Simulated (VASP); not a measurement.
AlC, 4 atoms in the cell. It takes space group Pmma (No. 51, orthorhombic). The conventional cell has a = 4.064 Å, b = 2.690 Å, c = 4.150 Å, α = 90.00°, β = 90.00°, γ = 90.00°. Al (site symmetry mm2) has 8 C at 2.47 to 2.49 Å and 6 Al at 2.56 to 3.30 Å within 3.3 Å. Within 3.3 Å of C (site symmetry mm2) lie 8 Al at 2.47 to 2.49 Å and 6 C at 2.56 to 3.29 Å. 

- Program: VASP 6.6.1
- Task: relaxation of cell and atoms
- Functional: PBE
- Potentials or basis: VASP PAW PBE potentials, release 64 (Al, C)
- Cutoff: 600 eV
- k mesh: 4 × 6 × 4
- Occupations: gaussian, width 0.1 eV
- Spin: no spin polarisation
- Dipole correction: no
- Further INCAR settings: ALGO = Normal; EDIFF = 1e-06; IBRION = 2; EDIFFG = -0.04; NSW = 90; ISIF = 3

Potentials or basis: VASP PAW PBE potentials, release 64 (Al, C).

The run is started by

```bash
$ cat potpaw_PBE.64/Al/POTCAR potpaw_PBE.64/C/POTCAR > POTCAR
$ mpirun -np 1 vasp_std > vasp.out
```

Hardware: 1 thread of Intel(R) Xeon(R) Platinum 8488C (Sapphire Rapids) (shared host).

Question: Estimate the wall time of this run.

Answer: Wall time 2.8 min on 1 thread of Intel(R) Xeon(R) Platinum 8488C (Sapphire Rapids), on a shared host, peak memory 0.18 GiB. Counts: scf iterations 202, k points 36, ion steps 33.
